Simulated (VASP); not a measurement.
# Eu (Im-3m) in VASP: single point with PBE+U

Aim: the single point of Eu with PBE+U.

All numbers are computed with VASP 6.6.1; they aren't measurements. Logs are shortened: lines on timing, memory, paths and dates and some standing lists are left out, and cuts for length are marked.

### 1 The cell of the first run

It takes space group Im-3m (No. 229, cubic). Conventional cell: a = 4.565 Å, b = 4.565 Å, c = 4.565 Å, α = 90.00°, β = 90.00°, γ = 90.00°. Eu (site symmetry m-3m) has 14 Eu at 3.95 to 4.56 Å within 5.2 Å.

### 2 Single point, PBE+U, collinear spin, antiferromagnetic start

INCAR reads:

```
ALGO = Normal
EDIFF = 1E-6
ENCUT = 600
GGA = PE
GGA_COMPAT = F
ISIF = 2
ISMEAR = 0
ISPIN = 2
LASPH = T
LCHARG = F
LDAU = T
LDAUJ = 0
LDAUL = 3
LDAUPRINT = 1
LDAUTYPE = 2
LDAUU = 6
LMAXMIX = 6
LORBIT = 11
LREAL = F
LWAVE = F
MAGMOM = 7.75 -7.75
NBANDS = 28
NELM = 200
PREC = Accurate
SIGMA = 0.1
```

KPOINTS reads:

```
k-points
0
Gamma
  14 14 14
```

POSCAR reads:

```
Eu
1.0
    4.5647604279      0.0000000000      0.0000000000
    0.0000000000      4.5647604279      0.0000000000
    0.0000000000      0.0000000000      4.5647604279
Eu
2
Direct
    0.0000000000      0.0000000000      0.0000000000
    0.5000000000      0.5000000000      0.5000000000
```

Potentials or basis: VASP PAW PBE potentials, release 64 (Eu).

Launch:

```console
$ cat potpaw_PBE.64/Eu/POTCAR > POTCAR
$ mpirun -np 1 vasp_std > vasp.out
```

OUTCAR:

```text
EDIFF = 1E-6
   ENCUT = 600
   GGA = PE
   ISIF = 2
   ISMEAR = 0
   ISPIN = 2
   LASPH = T
   LORBIT = 11
   LREAL = F
   NELM = 200
   PREC = Accurate

 ion  position               nearest neighbor table
   1  0.000  0.000  0.000-
   2  0.500  0.500  0.500-

  LATTYP: Found a simple cubic cell.
 ALAT       =     4.5647604279

  Lattice vectors:

 A1 = (   4.5647604279,   0.0000000000,   0.0000000000)
 A2 = (   0.0000000000,   4.5647604279,   0.0000000000)
 A3 = (   0.0000000000,   0.0000000000,   4.5647604279)

Analysis of symmetry for initial positions (statically):
=====================================================================
 Subroutine PRICEL returns following result:

  LATTYP: Found a body centered cubic cell.
 ALAT       =     4.5647604279
[... 12 lines left out ...]
 Subroutine GETGRP returns: Found 48 space group operations
 (whereof 48 operations were pure point group operations)
 out of a pool of 48 trial point group operations.

The static configuration has the point symmetry O_h .

Analysis of symmetry for dynamics (positions and initial velocities):
=====================================================================
 Subroutine PRICEL returns following result:

  LATTYP: Found a body centered cubic cell.
 ALAT       =     4.5647604279
[... 12 lines left out ...]
 Subroutine GETGRP returns: Found 48 space group operations
 (whereof 48 operations were pure point group operations)
 out of a pool of 48 trial point group operations.

The dynamic configuration has the point symmetry O_h .

Analysis of structural, dynamic, and magnetic symmetry:
=====================================================================
 Subroutine PRICEL returns following result:

  LATTYP: Found a body centered cubic cell.
 ALAT       =     4.5647604279
[... 12 lines left out ...]
 Subroutine GETGRP returns: Found 48 space group operations
 (whereof 48 operations were pure point group operations)
 out of a pool of 48 trial point group operations.

The overall configuration has the point symmetry O_h .

 Subroutine INISYM returns: Found 48 space group operations
 (whereof 48 operations are pure point group operations),
 and found     2 'primitive' translations

----------------------------------------------------------------------------------------

                                     Primitive cell

  volume of cell :      47.5580

  direct lattice vectors                    reciprocal lattice vectors
     2.282380214  2.282380214 -2.282380214     0.219069547  0.219069547  0.000000000
    -2.282380214  2.282380214  2.282380214    -0.000000000  0.219069547  0.219069547
     2.282380214 -2.282380214  2.282380214     0.219069547  0.000000000  0.219069547

  length of vectors
     3.953198493  3.953198493  3.953198493     0.309811125  0.309811125  0.309811125

  position of ions in fractional coordinates (direct lattice)
     0.000000000  0.000000000  0.000000000

  ion indices of the primitive-cell ions
   primitive index   ion index
                 1           1
[... 146 lines left out ...]
  o =  0.0001  v =  0.0000  0.0000  0.0000  0.0000  0.0000  0.0000  0.0000  0.0001 -0.0000  0.0000  0.0001 -0.6124  0.0000  0.7906      0.0000  0.0000  0.0000  0.0000  0.0000  0.0000  0.0000  0.0000  0.0000  0.0000  0.0000  0.0000  0.0000  0.0000
  o =  0.0001  v =  0.0000  0.0000  0.0000  0.0000  0.0000  0.0000  0.0000  0.0008 -0.0000  0.0006  1.0000  0.0000 -0.0000 -0.0001      0.0000  0.0000  0.0000  0.0000  0.0000  0.0000  0.0000  0.0000  0.0000  0.0000  0.0000  0.0000  0.0000  0.0000
  o =  0.0001  v =  0.0000  0.0000  0.0000  0.0000  0.0000  0.0000  0.0000  0.7906  0.0000  0.6124 -0.0011  0.0000  0.0000 -0.0001      0.0000  0.0000  0.0000  0.0000  0.0000  0.0000  0.0000  0.0000  0.0000  0.0000  0.0000  0.0000  0.0000  0.0000
  o =  0.9761  v = -0.0002  0.0000  0.0002  0.0000 -0.0901  0.9935 -0.0698  0.0000  0.0000  0.0000  0.0000  0.0000  0.0000  0.0000      0.0000  0.0000  0.0000  0.0000  0.0000  0.0000  0.0000  0.0000  0.0000  0.0000  0.0000  0.0000  0.0000  0.0000
  o =  0.9761  v = -0.6124  0.0000  0.7906  0.0000 -0.0000 -0.0003 -0.0000  0.0000  0.0000  0.0000  0.0000  0.0000  0.0000  0.0000      0.0000  0.0000  0.0000  0.0000  0.0000  0.0000  0.0000  0.0000  0.0000  0.0000  0.0000  0.0000  0.0000  0.0000
  o =  0.9761  v =  0.0000 -0.0000 -0.0000 -0.0000 -0.7854 -0.1139 -0.6084  0.0000  0.0000  0.0000  0.0000  0.0000  0.0000  0.0000      0.0000  0.0000  0.0000  0.0000  0.0000  0.0000  0.0000  0.0000  0.0000  0.0000  0.0000  0.0000  0.0000  0.0000
  o =  0.9778  v =  0.7906  0.0000  0.6124 -0.0000  0.0000 -0.0000 -0.0000  0.0000  0.0000  0.0000  0.0000  0.0000  0.0000  0.0000      0.0000  0.0000  0.0000  0.0000  0.0000  0.0000  0.0000  0.0000  0.0000  0.0000  0.0000  0.0000  0.0000  0.0000
  o =  0.9778  v = -0.0000  0.0000 -0.0000 -0.6362 -0.4724 -0.0000  0.6099  0.0000  0.0000  0.0000  0.0000  0.0000  0.0000  0.0000      0.0000  0.0000  0.0000  0.0000  0.0000  0.0000  0.0000  0.0000  0.0000  0.0000  0.0000  0.0000  0.0000  0.0000
  o =  0.9778  v =  0.0000 -0.0000  0.0000  0.7715 -0.3896 -0.0000  0.5030  0.0000  0.0000  0.0000  0.0000  0.0000  0.0000  0.0000      0.0000  0.0000  0.0000  0.0000  0.0000  0.0000  0.0000  0.0000  0.0000  0.0000  0.0000  0.0000  0.0000  0.0000
  o =  0.9778  v = -0.0000  1.0000 -0.0000  0.0000 -0.0000 -0.0000  0.0000  0.0000  0.0000  0.0000  0.0000  0.0000  0.0000  0.0000      0.0000  0.0000  0.0000  0.0000  0.0000  0.0000  0.0000  0.0000  0.0000  0.0000  0.0000  0.0000  0.0000  0.0000

atom =   2  type =  1  l = 3

 onsite density matrix

spin component  1

  0.0001  0.0000  0.0000 -0.0000  0.0000  0.0000 -0.0000
  0.0000  0.0001  0.0000 -0.0000  0.0000 -0.0000  0.0000
  0.0000  0.0000  0.0001 -0.0000  0.0000 -0.0000 -0.0000
 -0.0000 -0.0000 -0.0000  0.0001 -0.0000 -0.0000 -0.0000
  0.0000  0.0000  0.0000 -0.0000  0.0001  0.0000 -0.0000
  0.0000 -0.0000 -0.0000 -0.0000  0.0000  0.0001  0.0000
 -0.0000  0.0000 -0.0000 -0.0000 -0.0000  0.0000  0.0001

spin component  2

  0.9771 -0.0000  0.0008  0.0000 -0.0000  0.0000  0.0000
 -0.0000  0.9778  0.0000  0.0000  0.0000  0.0000 -0.0000
  0.0008  0.0000  0.9767  0.0000 -0.0000 -0.0000  0.0000
  0.0000  0.0000  0.0000  0.9778  0.0000 -0.0000  0.0000
 -0.0000  0.0000 -0.0000  0.0000  0.9767 -0.0000 -0.0008
  0.0000  0.0000 -0.0000 -0.0000 -0.0000  0.9761 -0.0000
  0.0000 -0.0000  0.0000  0.0000 -0.0008 -0.0000  0.9771

 occupancies and eigenvectors

  o =  0.0001  v = -0.0004  0.0000  0.0005 -0.0000 -0.7906  0.0001 -0.6124  0.0000  0.0000  0.0000  0.0000  0.0000  0.0000  0.0000      0.0000  0.0000  0.0000  0.0000  0.0000  0.0000  0.0000  0.0000  0.0000  0.0000  0.0000  0.0000  0.0000  0.0000
  o =  0.0001  v =  0.6124 -0.0000 -0.7906 -0.0000 -0.0005 -0.0001 -0.0004  0.0000  0.0000  0.0000  0.0000  0.0000  0.0000  0.0000      0.0000  0.0000  0.0000  0.0000  0.0000  0.0000  0.0000  0.0000  0.0000  0.0000  0.0000  0.0000  0.0000  0.0000
  o =  0.0001  v =  0.0001  0.0000 -0.0001  0.0000  0.0001  1.0000  0.0001  0.0000  0.0000  0.0000  0.0000  0.0000  0.0000  0.0000      0.0000  0.0000  0.0000  0.0000  0.0000  0.0000  0.0000  0.0000  0.0000  0.0000  0.0000  0.0000  0.0000  0.0000
  o =  0.0001  v =  0.0000 -1.0000  0.0000 -0.0000 -0.0000  0.0000  0.0000  0.0000  0.0000  0.0000  0.0000  0.0000  0.0000  0.0000      0.0000  0.0000  0.0000  0.0000  0.0000  0.0000  0.0000  0.0000  0.0000  0.0000  0.0000  0.0000  0.0000  0.0000
  o =  0.0001  v =  0.0002  0.0000  0.0001  0.0001 -0.6124 -0.0000  0.7906  0.0000  0.0000  0.0000  0.0000  0.0000  0.0000  0.0000      0.0000  0.0000  0.0000  0.0000  0.0000  0.0000  0.0000  0.0000  0.0000  0.0000  0.0000  0.0000  0.0000  0.0000
  o =  0.0001  v =  0.0001 -0.0000  0.0001  1.0000  0.0000 -0.0000 -0.0000  0.0000  0.0000  0.0000  0.0000  0.0000  0.0000  0.0000      0.0000  0.0000  0.0000  0.0000  0.0000  0.0000  0.0000  0.0000  0.0000  0.0000  0.0000  0.0000  0.0000  0.0000
  o =  0.0001  v =  0.7906  0.0000  0.6124 -0.0001  0.0001  0.0000 -0.0002  0.0000  0.0000  0.0000  0.0000  0.0000  0.0000  0.0000      0.0000  0.0000  0.0000  0.0000  0.0000  0.0000  0.0000  0.0000  0.0000  0.0000  0.0000  0.0000  0.0000  0.0000
  o =  0.9761  v =  0.0000  0.0000  0.0000  0.0000  0.0000  0.0000  0.0000 -0.0000  0.0000  0.0000  0.0000 -0.1218  0.9881 -0.0943      0.0000  0.0000  0.0000  0.0000  0.0000  0.0000  0.0000  0.0000  0.0000  0.0000  0.0000  0.0000  0.0000  0.0000
  o =  0.9761  v =  0.0000  0.0000  0.0000  0.0000  0.0000  0.0000  0.0000 -0.0017  0.0000  0.0022 -0.0000  0.7811  0.1540  0.6051      0.0000  0.0000  0.0000  0.0000  0.0000  0.0000  0.0000  0.0000  0.0000  0.0000  0.0000  0.0000  0.0000  0.0000
  o =  0.9761  v =  0.0000  0.0000  0.0000  0.0000  0.0000  0.0000  0.0000 -0.6124  0.0000  0.7906  0.0000 -0.0022 -0.0005 -0.0017      0.0000  0.0000  0.0000  0.0000  0.0000  0.0000  0.0000  0.0000  0.0000  0.0000  0.0000  0.0000  0.0000  0.0000
  o =  0.9778  v =  0.0000  0.0000  0.0000  0.0000  0.0000  0.0000  0.0000  0.7906  0.0000  0.6124 -0.0000  0.0001  0.0000 -0.0001      0.0000  0.0000  0.0000  0.0000  0.0000  0.0000  0.0000  0.0000  0.0000  0.0000  0.0000  0.0000  0.0000  0.0000
  o =  0.9778  v =  0.0000  0.0000  0.0000  0.0000  0.0000  0.0000  0.0000 -0.0001 -0.0000 -0.0001  0.1255  0.6075 -0.0000 -0.7843      0.0000  0.0000  0.0000  0.0000  0.0000  0.0000  0.0000  0.0000  0.0000  0.0000  0.0000  0.0000  0.0000  0.0000
  o =  0.9778  v =  0.0000  0.0000  0.0000  0.0000  0.0000  0.0000  0.0000 -0.0000  0.0000 -0.0000 -0.9921  0.0768  0.0000 -0.0992      0.0000  0.0000  0.0000  0.0000  0.0000  0.0000  0.0000  0.0000  0.0000  0.0000  0.0000  0.0000  0.0000  0.0000
  o =  0.9778  v =  0.0000  0.0000  0.0000  0.0000  0.0000  0.0000  0.0000 -0.0000  1.0000 -0.0000  0.0000  0.0000 -0.0000 -0.0000      0.0000  0.0000  0.0000  0.0000  0.0000  0.0000  0.0000  0.0000  0.0000  0.0000  0.0000  0.0000  0.0000  0.0000

 number of electron      34.0000014 magnetization       0.0000000

 Free energy of the ion-electron system (eV)
  ---------------------------------------------------
  ext. energy  EPLUGINS =         0.00000000
  ---------------------------------------------------
  free energy    TOTEN  =       -21.50673511 eV

  energy without entropy =      -21.49821516  energy(sigma->0) =      -21.50247514

 E-fermi :   1.6398     XC(G=0):  -8.2928

 val. band max:        1.6343429080   @ k =   0.3571   0.3571   0.2857
 cond. band min:       1.6454211408   @ k =   0.2143   0.1429   0.1429
 fundamental gap:      0.0110782329
 Fermi energy:         1.6397632401

 spin component 1

 k-point     1 :       0.0000    0.0000    0.0000
  band No.  band energies     occupation
      1     -39.2861      1.00000
      2     -36.1124      1.00000
      3     -18.2073      1.00000
      4     -18.2073      1.00000
      5     -18.2073      1.00000
      6     -15.9031      1.00000
[... 1481 lines left out ...]
     27       7.2006      0.00000
     28       9.0615      0.00000

 [... further k-points ...]

------------------------ aborting loop because EDIFF is reached ----------------------------------------

  FORCE on cell =-STRESS in cart. coord.  units (eV):
  Direction    XX          YY          ZZ          XY          YZ          ZX
  --------------------------------------------------------------------------------------
  -------------------------------------------------------------------------------------
  Total        0.1608089      0.1608089      0.1608089      0.0000000      0.0000000     -0.0000000
  in kB        2.7087357      2.7087357      2.7087357      0.0000000      0.0000000     -0.0000000
  external PRESSURE =       2.7087357 kB  Pullay stress =       0.0000000 kB

 VOLUME and BASIS-vectors are now :
 -----------------------------------------------------------------------------
  energy-cutoff  :      600.00
  volume of cell :       95.12
      direct lattice vectors                 reciprocal lattice vectors
     4.564760428  0.000000000  0.000000000     0.219069547  0.000000000  0.000000000
     0.000000000  4.564760428  0.000000000     0.000000000  0.219069547  0.000000000
     0.000000000  0.000000000  4.564760428     0.000000000  0.000000000  0.219069547

 POSITION                                       TOTAL-FORCE (eV/Angst)
 -----------------------------------------------------------------------------------
      0.00000      0.00000      0.00000        -0.000000      0.000000     -0.000000
      2.28238      2.28238      2.28238         0.000000     -0.000000      0.000000
 -----------------------------------------------------------------------------------
    total drift:                                0.000000      0.000000      0.000000

  FREE ENERGIE OF THE ION-ELECTRON SYSTEM (eV)
  ---------------------------------------------------
  free  energy   TOTEN  =       -21.5067351057 eV

  energy  without entropy=      -21.4982151647  energy(sigma->0) =      -21.50247514

 total charge

# of ion       s       p       d       f       tot
--------------------------------------------------
    1        2.082   5.740   0.198   6.833  14.853
    2        2.082   5.740   0.198   6.833  14.853
--------------------------------------------------
tot          4.163  11.480   0.397  13.666  29.706

 magnetization (x)

# of ion       s       p       d       f       tot
--------------------------------------------------
    1       -0.002  -0.114   0.051   6.832   6.768
    2        0.002   0.114  -0.051  -6.832  -6.768
--------------------------------------------------
tot          0.000   0.000   0.000   0.000   0.000
```

Run time: 27 min. Hardware: 1 thread of Intel Xeon 8259CL, shared host; peak memory 0.68 GiB.

Results:

| Property | Result |
| --- | --- |
| Free energy | -21.5067 eV |
| Pressure | 0.3 GPa |
| Band gap on the k mesh | zero (filled and empty bands overlap) |
| Net moment | 0.00 μB per cell |
| Site moments | Eu +6.77, -6.77 μB |
| Valence electrons inside the program's atomic spheres | Eu 14.85 |

Eigenvalues of the final occupation matrices:
| site | spin | trace | eigenvalues |
| --- | --- | --- | --- |
| site 1 f | 1 | 6.84 | 0.98 0.98 0.98 0.98 0.98 0.98 0.98 |
| site 1 f | 2 | 0.00 | 0.00 0.00 0.00 0.00 0.00 0.00 0.00 |
| site 2 f | 1 | 0.00 | 0.00 0.00 0.00 0.00 0.00 0.00 0.00 |
| site 2 f | 2 | 6.84 | 0.98 0.98 0.98 0.98 0.98 0.98 0.98 |

Caveat: the antiferromagnetic order is the one typed at the start, and another may lie lower; spin-orbit coupling is left out, which moves the levels of the heavy elements.
